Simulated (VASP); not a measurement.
Here is a VASP 6.6.1 calculation.

INCAR

```
  ALGO = Normal
  EDIFF = 1E-6
  ENCUT = 520
  GGA = PE
  ISIF = 2
  ISMEAR = 0
  LASPH = True
  LCHARG = False
  LREAL = False
  LWAVE = False
  NBANDS = 30
  NELM = 80
  PREC = Accurate
  SIGMA = 0.1
```

KPOINTS

```
k-points
0
Gamma
  4 4 4
```

File POSCAR:

```
Zn2Si3N
1.0
    5.0977961484      0.0000000000      0.0000000000
    0.0000000000      5.0977961484      0.0000000000
    0.0000000000      0.0000000000      4.1765195953
Zn Si N
2 3 1
Direct
    0.5000000000      0.0000000000      0.0000000000
    0.0000000000      0.5000000000      0.0000000000
    0.5000000000      0.5000000000      0.5000000000
    0.5000000000      0.5000000000      0.0000000000
    0.0000000000      0.0000000000      0.0000000000
    0.0000000000      0.0000000000      0.5000000000
```

Potentials or basis: VASP PAW PBE potentials, release 64 (Zn, Si, N).

Launch:

```bash
$ cat potpaw_PBE.64/Zn/POTCAR potpaw_PBE.64/Si/POTCAR potpaw_PBE.64/N/POTCAR > POTCAR
$ mpirun -np 1 vasp_std > vasp.out
```

Q: Estimate the pressure.

A: 0.0 GPa.

Stress tensor (GPa, compression positive):
```
 0.13  0.00  0.00
 0.00  0.13  0.00
 0.00  0.00 -0.14
```

Caveat: the k points lie up to 0.38 Å⁻¹ apart.
